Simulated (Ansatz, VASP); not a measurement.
## One calculation of MoS2, two programs

```
CELL_PARAMETERS angstrom
1.57657 0.91024 5.56603
-1.57657 0.91024 5.56603
0.00000 -1.82047 5.56603
ATOMIC_POSITIONS crystal
Mo 0.00002 0.00002 0.00002
S 0.75354 0.75354 0.75354
S 0.57975 0.57975 0.57975
```

Alike in both runs: task single point; functional PBE; dispersion D3(BJ); k mesh 12 × 12 × 12; occupations gaussian, width 0.05 eV; no spin polarisation.

```csv
,VASP,Ansatz
version,VASP 6.6.1,Ansatz 0.2.0
potentials or method,"VASP PAW PBE potentials, release 64 (Mo_sv, S), cutoff 520 eV","scalar-relativistic, plane waves, PAW"
valence electrons in the cell,26,26
```

Ansatz gave:

```
gap on the k mesh at the Fermi level (eV)                     : none
pressure (GPa)                                                : 14.9
traceless stress, the component that is largest in VASP (GPa) : 10.42
rms of the force components (eV/Å)                            : 1.083
```

Task: What did VASP give for the same quantities?

Result: gap on the k mesh at the Fermi level (eV): none; pressure (GPa): 14.6; traceless stress, the component that is largest in VASP (GPa): 10.41; rms of the force components (eV/Å): 1.070.

Atom by atom the forces differ by 0.013 eV/Å (rms over components). A gap of «none» marks a metal or a gap that the smearing closes.
